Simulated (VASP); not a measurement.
Al3GaN4: single point with r2SCAN

The system is Al3GaN4.

```
Al Ga N
1.0
     0.00000   -4.40124    0.00000
     0.00000    0.00000   -4.40124
    10.80247    0.00000    0.00000
Al Ga N
6 2 8
Direct
  0.50000 0.00000 0.76507
  0.50000 0.00000 0.35764
  0.00000 0.50000 0.76507
  0.00000 0.50000 0.35764
  0.50000 0.50000 0.15393
  0.50000 0.50000 0.56136
  0.00000 0.00000 0.15393
  0.00000 0.00000 0.56136
  0.25554 0.74446 0.04981
  0.25554 0.74446 0.45724
  0.74446 0.25554 0.04981
  0.74446 0.25554 0.45724
  0.25554 0.25554 0.66547
  0.25554 0.25554 0.25804
  0.74446 0.74446 0.66547
  0.74446 0.74446 0.25804
```

This cell differs from its parent crystal: the distance across one plane changed.

* Program: VASP 6.6.1
* Task: single point
* Functional: r2SCAN
* Potentials or basis: VASP PAW PBE potentials, release 64 (Al, Ga_d, N)
* Cutoff: 520 eV
* k mesh: 5 × 5 × 3
* Occupations: gaussian, width 0.05 eV
* Spin: no spin polarisation
* Dipole correction: no
* Further INCAR settings: LREAL = Auto; ALGO = Normal; EDIFF = 1e-06; NBANDS = 56

The pressure is -3.1 GPa. The largest force is 2.207 eV/Å and the band gap on the k mesh is zero (bands 42 and 43 overlap by 0.43 eV).

Forces in eV/Å, atoms in the order of the input:
```
Al   0.670  0.000  0.000
Al  -0.929  0.000  0.000
Al   0.670  0.000  0.000
Al  -0.929  0.000  0.000
Al  -1.837  0.000  0.000
Al  -0.711  0.000  0.000
Ga  -2.207  0.000  0.000
Ga  -0.791  0.000  0.000
N    0.306  0.147 -0.147
N    0.779 -0.039  0.039
N    0.306 -0.147  0.147
N    0.779  0.039 -0.039
N    0.882 -0.096 -0.096
N    1.063 -0.065 -0.065
N    0.882  0.096  0.096
N    1.063  0.065  0.065
```

Stress tensor (GPa, compression positive):
```
-7.60  0.00  0.00
 0.00 -0.88 -1.27
 0.00 -1.27 -0.88
```

Levels at points of the mesh, in eV from the Fermi level:
| k point | band 38 | band 39 | band 40 | band 41 | band 42 | band 43 | band 44 | band 45 | band 46 | band 47 |
| --- | --- | --- | --- | --- | --- | --- | --- | --- | --- | --- |
| (0.00, 0.00, 0.00) | -1.65 | -1.39 | -1.08 | -0.84 | -0.61 | -0.34 | 0.67 | 2.01 | 2.80 | 2.88 |

Run time: 43 min on 1 thread of Intel Xeon 8259CL (shared host), peak memory 0.41 GiB.

Caveat: the cell differs from its parent crystal (the distance across one plane changed); the stress differs along the axes, from -8 to -1 GPa; semilocal functionals underestimate gaps, and a narrow one can read as zero; the PAW data sets were made with another functional, which shifts forces and pressure a little.
